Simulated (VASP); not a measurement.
# Co (Fm-3m) in VASP: a series of runs, part 2 of 2

VASP 6.6.1.

## 3. Single point, PBE, collinear spin

Input file INCAR:

```
ALGO = Normal
EDIFF = 1E-6
ENCUT = 520
GGA = PE
ISIF = 2
ISMEAR = -1
ISPIN = 2
LASPH = T
LCHARG = T
LELF = T
LMAXMIX = 4
LORBIT = 11
LREAL = F
LVHAR = T
LWAVE = F
MAGMOM = 3 0
NBANDS = 20
NELM = 150
PREC = Accurate
SIGMA = 0.1
```

Input file KPOINTS:

```
k-points
0
Gamma
  7 14 14
```

Input file POSCAR:

```
Co
1.0
    0.0000000000      3.5921000000      3.5921000000
    1.7960500000      0.0000000000      1.7960500000
    1.7960500000      1.7960500000      0.0000000000
Co
2
Direct
    0.0000000000      0.0000000000      0.0000000000
    0.5000000000      0.0000000000      0.0000000000
```

Potentials or basis: VASP PAW PBE potentials, release 64 (Co).

Started as:

```bash
$ cat potpaw_PBE.64/Co/POTCAR > POTCAR
$ mpirun -np 1 vasp_std > vasp.out
```

OUTCAR:

```text
EDIFF = 1E-6
   ENCUT = 520
   GGA = PE
   ISIF = 2
   ISMEAR = -1
   ISPIN = 2
   LASPH = T
   LORBIT = 11
   LREAL = F
   NELM = 150
   PREC = Accurate

 ion  position               nearest neighbor table
   1  0.000  0.000  0.000-   2 2.54   2 2.54   2 2.54   2 2.54   2 2.54   2 2.54
   2  0.500  0.000  0.000-   1 2.54   1 2.54   1 2.54   1 2.54   1 2.54   1 2.54

  LATTYP: Found a trigonal (rhomboedric) cell.
 ALAT       =     4.3994060525
 COS(alpha) =     0.8333333333

  Lattice vectors:

 A1 = (   1.7960500000,  -1.7960500000,  -3.5921000000)
 A2 = (   3.5921000000,  -1.7960500000,  -1.7960500000)
 A3 = (   1.7960500000,  -3.5921000000,  -1.7960500000)

Analysis of symmetry for initial positions (statically):
=====================================================================
 Subroutine PRICEL returns following result:

  LATTYP: Found a face centered cubic cell.
 ALAT       =     3.5921000000

  Lattice vectors:

 A1 = (   0.0000000000,   1.7960500000,   1.7960500000)
 A2 = (   1.7960500000,   0.0000000000,   1.7960500000)
 A3 = (   1.7960500000,   1.7960500000,   0.0000000000)

   2 primitive cells build up your supercell.

 Routine SETGRP: Setting up the symmetry group for a
 trigonal (rhombohedral) supercell.

 Subroutine GETGRP returns: Found 12 space group operations
 (whereof 12 operations were pure point group operations)
 out of a pool of 12 trial point group operations.

The static configuration has the point symmetry D_3d.

Analysis of symmetry for dynamics (positions and initial velocities):
=====================================================================
 Subroutine PRICEL returns following result:

  LATTYP: Found a face centered cubic cell.
 ALAT       =     3.5921000000

  Lattice vectors:

 A1 = (   0.0000000000,   1.7960500000,   1.7960500000)
 A2 = (   1.7960500000,   0.0000000000,   1.7960500000)
 A3 = (   1.7960500000,   1.7960500000,   0.0000000000)

   2 primitive cells build up your supercell.

 Routine SETGRP: Setting up the symmetry group for a
 trigonal (rhombohedral) supercell.

 Subroutine GETGRP returns: Found 12 space group operations
 (whereof 12 operations were pure point group operations)
 out of a pool of 12 trial point group operations.

The dynamic configuration has the point symmetry D_3d.

Analysis of structural, dynamic, and magnetic symmetry:
=====================================================================
 Subroutine PRICEL returns:
 Original cell was already a primitive cell.

 Routine SETGRP: Setting up the symmetry group for a
 trigonal (rhombohedral) supercell.

 Subroutine GETGRP returns: Found 12 space group operations
 (whereof 12 operations were pure point group operations)
 out of a pool of 12 trial point group operations.

The overall configuration has the point symmetry D_3d.

 Subroutine INISYM returns: Found 12 space group operations
 (whereof 12 operations are pure point group operations),
 and found     1 'primitive' translations

[... 100 lines left out ...]
   ions per type =               2
   NGX,Y,Z   is equivalent  to a cutoff of  13.09, 13.09, 13.09 a.u.
   NGXF,Y,Z  is equivalent  to a cutoff of  26.18, 26.18, 26.18 a.u.
 SYSTEM =  unknown system
   PREC   = accura    normal or accurate (medium, high low for compatibility)
   ISTART =      0    job   : 0-new  1-cont  2-samecut
   ICHARG =      2    charge: 1-file 2-atom 10-const
   ISPIN  =      2    spin polarized calculation?
   LNONCOLLINEAR =      F non collinear calculations
   LSORBIT =      F    spin-orbit coupling
   LASPH  =      T    aspherical Exc in radial PAW
   ENCUT  =  520.0 eV  38.22 Ry    6.18 a.u.   9.45  4.72  4.72*2*pi/ulx,y,z
   NELM   =    150;   NELMIN=  2; NELMDL= -5     # of ELM steps
   EDIFF  = 0.1E-05   stopping-criterion for ELM
   LREAL  =      F    real-space projection
   EDIFFG = 0.1E-04   stopping-criterion for IOM
   NSW    =      0    number of steps for IOM
   IBRION =     -1    ionic relax: 0-MD 1-quasi-New 2-CG
   NFREE  =      0    steps in history (QN), initial steepest desc. (CG)
   ISIF   =      2    stress and relaxation
   ISYM   =      2    0-nonsym 1-usesym 2-fastsym
   POTIM  = 0.5000    time-step for ionic-motion
   TEBEG  =    0.0;   TEEND  =   0.0 temperature during run
   PSTRESS=    0.0 pullay stress
   NELECT =      18.0000    total number of electrons
   NUPDOWN=      -1.0000    fix difference up-down
   EMIN   =  10.00;   EMAX   =-10.00  energy-range for DOS
   EFERMI =   0.00;   METHOD = LEGACY
   ISMEAR =    -1;   SIGMA  =   0.10  broadening in eV -4-tet -1-fermi 0-gaus
   EFERMI_NEDOS =   21; number of points for ismear=-14 and -15
   IALGO  =     38    algorithm
   IMIX   =      4    mixing-type and parameters
     AMIX     =   0.40;   BMIX     =  1.00
     AMIX_MAG =   1.60;   BMIX_MAG =  1.00
  volume/ion in A,a.u.               =      11.59        78.20
  Fermi-wavevector in a.u.,A,eV,Ry     =   1.504852  2.843759 30.811493  2.264581
  Thomas-Fermi vector in A             =   2.615778
   LORBIT       =     11    0 simple, 1 ext, 2 COOP (PROOUT), +10 PAW based schemes
   GGA     = PE    functional components
   LHFCALC =     F    Hartree Fock is set to
   AEXX    =    0.0000 exact exchange contribution
   IVDW    =     0    specifies the selected vdW correction
   LEPSILON=     F    determine dielectric tensor
   LRPA    =     F    only Hartree local field effects (RPA)
 spin polarized calculation
  energy-cutoff  :      520.00
  volume of cell :       23.17
 maximum number of plane-waves:       641
 NGX is ok and might be reduce to    40
   NGX = 19   NGY =  9   NGZ =  9

 number of electron      18.0000011 magnetization       3.4062192

 Free energy of the ion-electron system (eV)
  ---------------------------------------------------
  ext. energy  EPLUGINS =         0.00000000
  ---------------------------------------------------
  free energy    TOTEN  =       -14.02426446 eV

  energy without entropy =      -13.94305274  energy(sigma->0) =      -13.98365860

 E-fermi :   9.4646     XC(G=0): -13.0228

 val. band max:        9.4572234172   @ k =  -0.1429   0.2143   0.0714
 cond. band min:       9.4663221093   @ k =   0.4286   0.3571   0.0000
 fundamental gap:      0.0090986921
 Fermi energy:         9.4646143107

 spin component 1

 k-point     1 :       0.0000    0.0000    0.0000
  band No.  band energies     occupation
      1       0.8155      1.00000
      2       4.5236      1.00000
      3       6.6752      1.00000
      4       6.6752      1.00000
      5       6.8091      1.00000
      6       6.8091      1.00000
[... 541 lines left out ...]
     19      34.1986      0.00000
     20      35.5775      0.00000

 [... further k-points ...]

 spin component 2

 k-point     1 :       0.0000    0.0000    0.0000
  band No.  band energies     occupation
      1       0.8280      1.00000
      2       5.4673      1.00000
      3       8.4353      0.99997
      4       8.4354      0.99997
      5       8.4354      0.99997
      6       8.4448      0.99996
[... 541 lines left out ...]
     19      34.1577      0.00000
     20      35.8895      0.00000

 [... further k-points ...]

------------------------ aborting loop because EDIFF is reached ----------------------------------------

  FORCE on cell =-STRESS in cart. coord.  units (eV):
  Direction    XX          YY          ZZ          XY          YZ          ZX
  --------------------------------------------------------------------------------------
  -------------------------------------------------------------------------------------
  Total       -1.5781276     -1.5781276     -1.5781276      0.0000307     -0.0000307      0.0000307
  in kB     -109.1031839   -109.1031839   -109.1031839      0.0021214     -0.0021214      0.0021214
  external PRESSURE =    -109.1031839 kB  Pullay stress =       0.0000000 kB

 VOLUME and BASIS-vectors are now :
 -----------------------------------------------------------------------------
  energy-cutoff  :      520.00
  volume of cell :       23.17
      direct lattice vectors                 reciprocal lattice vectors
     0.000000000  3.592100000  3.592100000    -0.139194343  0.139194343  0.139194343
     1.796050000  0.000000000  1.796050000     0.278388686 -0.278388686  0.278388686
     1.796050000  1.796050000  0.000000000     0.278388686  0.278388686 -0.278388686

 POSITION                                       TOTAL-FORCE (eV/Angst)
 -----------------------------------------------------------------------------------
      0.00000      0.00000      0.00000         0.000000     -0.000000      0.000000
      0.00000      1.79605      1.79605        -0.000000      0.000000     -0.000000
 -----------------------------------------------------------------------------------
    total drift:                               -0.000000     -0.000000     -0.000000

  FREE ENERGIE OF THE ION-ELECTRON SYSTEM (eV)
  ---------------------------------------------------
  free  energy   TOTEN  =       -14.0242644587 eV

  energy  without entropy=      -13.9430527441  energy(sigma->0) =      -13.98365860

 total charge

# of ion       s       p       d       tot
------------------------------------------
    1        0.465   0.470   7.216   8.151
    2        0.465   0.470   7.215   8.150
--------------------------------------------------
tot          0.930   0.941  14.431  16.301

 magnetization (x)

# of ion       s       p       d       tot
------------------------------------------
    1       -0.011  -0.046   1.787   1.730
    2       -0.011  -0.047   1.789   1.732
--------------------------------------------------
tot         -0.021  -0.093   3.576   3.462
```

OSZICAR:

```text
N       E                     dE             d eps       ncg     rms          rms(c)
DAV:   1     0.867009085618E+02    0.86701E+02   -0.74978E+03 12152   0.113E+03
DAV:   2    -0.112556680670E+02   -0.97957E+02   -0.88264E+02 11752   0.215E+02
[... 11 lines left out ...]
DAV:  14    -0.140236639044E+02   -0.53452E-02   -0.11609E-02 16380   0.237E+00    0.325E-01
DAV:  15    -0.140223245359E+02    0.13394E-02   -0.48638E-03 17116   0.155E+00    0.478E-01
DAV:  16    -0.140240340627E+02   -0.17095E-02   -0.18021E-03 16564   0.100E+00    0.194E-01
DAV:  17    -0.140242560442E+02   -0.22198E-03   -0.42646E-04 17512   0.393E-01    0.435E-02
DAV:  18    -0.140242650889E+02   -0.90447E-05   -0.40374E-05 14972   0.963E-02    0.223E-02
DAV:  19    -0.140242644587E+02    0.63014E-06   -0.35688E-06 10212   0.286E-02
   1 F= -.14024264E+02 E0= -.13983659E+02  d E =-.812117E-01  mag=     3.4055
```

stdout:

```text
POSCAR found type information on POSCAR Co
 POSCAR found :  1 types and       2 ions
 scaLAPACK will be used
 LDA part: xc-table for (Slater+PW92), standard interpolation
 -----------------------------------------------------------------------------
|                                                                             |
|           W    W    AA    RRRRR   N    N  II  N    N   GGGG   !!!           |
|           W    W   A  A   R    R  NN   N  II  NN   N  G    G  !!!           |
|           W    W  A    A  R    R  N N  N  II  N N  N  G       !!!           |
|           W WW W  AAAAAA  RRRRR   N  N N  II  N  N N  G  GGG   !            |
|           WW  WW  A    A  R   R   N   NN  II  N   NN  G    G                |
|           W    W  A    A  R    R  N    N  II  N    N   GGGG   !!!           |
|                                                                             |
|     Your reciprocal lattice and k-lattice belong to different lattice       |
|     classes:                                                                |
|                                                                             |
|        The reciprocal lattice is rhombohedral (trigonal),                   |
|        whereas your k-lattice is body-centered cubic.                       |
|                                                                             |
|     Results are often still useful ...                                      |
|                                                                             |
 -----------------------------------------------------------------------------

 POSCAR, INCAR and KPOINTS ok, starting setup
 FFT: planning ... GRIDC
 FFT: planning ... GRID_SOFT
 FFT: planning ... GRID
 WAVECAR not read
 entering main loop
```

It took 73 s on 1 thread of Intel Xeon 6975P-C (Granite Rapids), shared host; peak memory 0.22 GiB.

What came out:

| Property | Result |
| --- | --- |
| Free energy | -14.0243 eV |
| Pressure | -10.9 GPa |
| Net moment | 3.41 μB per cell |
| Site moments | Co +1.73 μB |
| Valence electrons inside the program's atomic spheres | Co 8.15 |

Levels at points of the mesh, in eV from the Fermi level:
Spin up:
```tsv
k point	band 8	band 9	band 10	band 11	band 12	band 13	band 14	band 15
(0.00, 0.00, 0.00)	-1.75	-1.75	-0.92	-0.92	-0.26	5.54	21.06	22.47
(0.00, 0.50, 0.00)	-0.92	-0.67	-0.67	-0.26	2.39	5.54	8.89	14.21
```
Spin down:
| k point | band 5 | band 6 | band 7 | band 8 | band 9 | band 10 |
| --- | --- | --- | --- | --- | --- | --- |
| (0.00, 0.00, 0.00) | -1.03 | -1.02 | -1.02 | -0.31 | 0.32 | 0.32 |
| (0.00, 0.50, 0.00) | -1.02 | -0.31 | 1.05 | 1.05 | 1.12 | 1.20 |

Caveat: the cell stands under tension.

## 4. Single point, PBE

Input file INCAR:

```
SYSTEM = Co
PREC     = Accurate       ! precision mode
ENCUT    = 520            ! plane-wave cutoff, eV
EDIFF    = 1E-6           ! SCF threshold, eV
ISMEAR   = -1             ! smearing method
SIGMA    = 0.1            ! smearing width, eV
LREAL    = .False.        ! projectors in reciprocal space
LASPH    = .True.         ! aspherical terms in the spheres
NELM     = 60             ! most SCF steps
ALGO     = Normal         ! electronic algorithm
ISIF     = 2              ! what is computed and relaxed
LWAVE    = .False.        ! write WAVECAR
LCHARG   = .True.         ! write CHGCAR
GGA      = PE             ! functional
LELF     = .True.         ! ELF
LVHAR    = .True.       
NBANDS   = 16             ! bands
```

Input file KPOINTS:

```
Automatic mesh
0
Gamma
  7 14 14
  0 0 0
```

POSCAR is that of step 3.

Started as:

```bash
$ cat potpaw_PBE.64/Co/POTCAR > POTCAR
$ mpirun -np 1 vasp_std > vasp.out
```

Wall time 45 s (1 thread of Intel Xeon Platinum 8488C (Sapphire Rapids), shared host); peak memory 0.17 GiB.

The run converged. Its results:

* Free energy: -13.5555 eV
* Pressure: -21.9 GPa
* Band gap on the k mesh: zero (bands 9 and 10 overlap by 0.87 eV)

Levels at points of the mesh, in eV from the Fermi level:
| k point | band 6 | band 7 | band 8 | band 9 | band 10 | band 11 | band 12 | band 13 |
| --- | --- | --- | --- | --- | --- | --- | --- | --- |
| (0.00, 0.00, 0.00) | -1.60 | -1.60 | -0.47 | -0.47 | 0.03 | 0.29 | 0.29 | 6.30 |
| (0.00, 0.50, 0.00) | 0.03 | 0.28 | 0.29 | 0.29 | 0.48 | 0.48 | 2.69 | 6.30 |

Caveat: the cell stands under tension; the run has no spin polarisation, though such a crystal can be magnetic. Spin polarisation is off, so any magnetic state and its effect on volume and gap are missing.

## 5. The runs side by side

```tsv
spin	gap on the mesh (eV)	pressure (GPa)	moment (μB)
collinear, ferromagnetic start	none	-10.8	3.40
collinear	none	-10.9	3.41
off	none	-21.9	-
```

Alike in all rows: task single point; level PBE; potentials or basis VASP PAW PBE potentials, release 64 (Co); cell as given; k mesh 7 × 14 × 14; cutoff (eV) 520; smearing fermi-dirac 0.1 eV.

Caveats: the cell stands under tension.

Absolute energies hang on the potentials; compare differences alone.
